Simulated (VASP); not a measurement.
Wanted: the native input for a VASP 6.6.1 run.

```
Task                   : single point
Functional             : PBE
Potentials or basis    : VASP PAW PBE potentials, release 64 (Cs_sv, Ge_d)
Cutoff                 : 520 eV
k mesh                 : 6 × 6 × 1
Occupations            : gaussian, width 0.1 eV
Spin                   : no spin polarisation
Dipole correction      : yes
Further INCAR settings : ALGO = Normal; EDIFF = 1e-07; NBANDS = 33
```

The structure of Cs4Ge lies in POSCAR:

```
Cs4Ge
1.0
    6.5267661845      0.0000003180      0.0000000000
   -3.2633833676      5.6523451613      0.0000000000
    0.0000000000      0.0000000000     31.7466105552
Cs Ge
4 1
Direct
    0.3333333333      0.6666666667      0.3296919351
    0.3333333333      0.6666666667      0.2057983015
    0.6666666667      0.3333333333      0.2057983015
    0.6666666667      0.3333333333      0.3296919351
    1.0000000000      1.0000000000      0.2677451183
```

The cell was built from a structure type or drawn by symmetry, and may not be a known phase.

The input as run:

INCAR

```
PREC = Accurate
ENCUT = 520
EDIFF = 1E-7
ISMEAR = 0
SIGMA = 0.1
LREAL = F
LASPH = T
NELM = 100
ALGO = Normal
ISIF = 2
LWAVE = F
LCHARG = F
LDIPOL = T
IDIPOL = 3
DIPOL = 0.5 0.5 0.268
GGA = PE
NBANDS = 33
```

KPOINTS

```
regular mesh
0
Gamma
  6 6 1
```

Potentials or basis: VASP PAW PBE potentials, release 64 (Cs_sv, Ge_d).

Launch:

```console
$ cat potpaw_PBE.64/Cs_sv/POTCAR potpaw_PBE.64/Ge_d/POTCAR > POTCAR
$ mpirun -np 1 vasp_std > vasp.out
```

It gave:

* Largest force: 0.005 eV/Å
* Band gap on the k mesh: zero (filled and empty bands touch)

Caveat: spin-orbit coupling is left out, which moves the levels of the heavy elements.

Run time: 9.5 min on 1 thread of Intel(R) Xeon(R) Platinum 8488C (Sapphire Rapids), on a shared host, peak memory 1.1 GiB.
